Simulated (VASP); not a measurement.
Here is a VASP 6.6.1 calculation.

File INCAR:

```
PREC = Accurate
ENCUT = 520
EDIFF = 1E-6
ISMEAR = -1
SIGMA = 0.1
LREAL = False
LASPH = True
NELM = 60
ALGO = Normal
ISIF = 2
LWAVE = False
LCHARG = False
GGA = PE
NBANDS = 13
```

The input KPOINTS:

```
regular mesh
0
Gamma
  14 14 14
```

Contents of POSCAR:

```
W
1.0
    0.0000000000      2.0300000000      2.0300000000
    2.0300000000      0.0000000000      2.0300000000
    2.0300000000      2.0300000000      0.0000000000
W
1
Direct
    0.0000000000      0.0000000000      0.0000000000
```

Potentials or basis: VASP PAW PBE potentials, release 64 (W_sv).

Command:

```sh
$ cat potpaw_PBE.64/W_sv/POTCAR > POTCAR
$ mpirun -np 1 vasp_std > vasp.out
```

Question: Predict the pressure.

Answer: -4.0 GPa.

Question: What does it give for the band gap on the k mesh?

Answer: Zero (band 7 reaches 13.17 eV, above the bottom of band 8 at 9.69 eV).

Caveat: spin-orbit coupling is left out, which moves the levels of the heavy elements.
